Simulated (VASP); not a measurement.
MgO, 4 atoms in the cell. It takes space group P6_3/mmc (No. 194, hexagonal). Conventional cell: a = 3.538 Å, b = 3.538 Å, c = 3.931 Å, α = 90.00°, β = 90.00°, γ = 120.00°. Within 2.6 Å of Mg (site symmetry -6m2) lie 5 O at 1.97 to 2.04 Å. O (site symmetry -6m2) has 5 Mg at 1.97 to 2.04 Å within 2.6 Å.  This cell differs from its parent crystal: volume 10.653 Å^3 an atom, c/a of the conventional cell 1.1112.

| Quantity | Value |
| --- | --- |
| Program | VASP 6.6.1 |
| Task | single point |
| Functional | PBE |
| Potentials or basis | VASP PAW PBE potentials, release 64 (Mg, O) |
| Cutoff | 520 eV |
| k mesh | 9 × 9 × 6 |
| Occupations | gaussian, width 0.05 eV |
| Spin | no spin polarisation |
| Dipole correction | no |
| Further INCAR settings | ALGO = Normal; EDIFF = 1e-07; NBANDS = 16 |

Potentials or basis: VASP PAW PBE potentials, release 64 (Mg, O).

Launch:

```bash
$ cat potpaw_PBE.64/Mg/POTCAR potpaw_PBE.64/O/POTCAR > POTCAR
$ mpirun -np 1 vasp_std > vasp.out
```

Hardware: 1 thread of Intel Xeon 8259CL, on a shared host.

How long does it take, and how much memory?

It took 44 s on 1 thread of Intel Xeon 8259CL (shared host), peak memory 0.18 GiB. Counts: scf iterations 14, k points 48.
